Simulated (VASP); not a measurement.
# AgCl: electric field gradients with PBE

Crystal: AgCl.

```
Ag Cl
1.0
     3.36387    0.00000    0.00000
     0.00000    3.36387    0.00000
     0.00000    0.00000    3.36387
Ag Cl
1 1
Direct
  0.00000 0.00000 0.00000
  0.50000 0.50000 0.50000
```

This cell differs from its parent crystal: volume scaled by 0.94.

```yaml
Program: VASP 6.6.1
Task: electric field gradients
Functional: PBE
Potentials_or_basis: VASP PAW PBE potentials, release 64 (Ag, Cl)
Cutoff: 520 eV
k_mesh: 9 × 9 × 9
Occupations: fermi-dirac, width 0.01 eV
Spin: no spin polarisation
Dipole_correction: no
Further_INCAR_settings: ALGO = Normal; EDIFF = 1e-08; NBANDS = 16
```

- Pressure: 3.1 GPa
- Band gap on the k mesh: 0.63 eV, indirect (least direct gap 2.30 eV)

Levels at points of the mesh, in eV from the valence-band top:
```csv
k point,band 7,band 8,band 9,band 10,band 11,band 12
"(0.00, 0.00, 0.00)",-1.67,-1.67,-1.67,0.63,9.39,9.39
```

Wall time 16 s on 1 thread of Intel(R) Xeon(R) Platinum 8375C CPU @ 2.90GHz (Ice Lake), with other jobs on the host, peak memory 0.17 GiB.

Caveat: without QUAD_EFG the Cq values of the log hold for a quadrupole moment of 1 mb, not for the nuclei. A k mesh can miss the band edges.
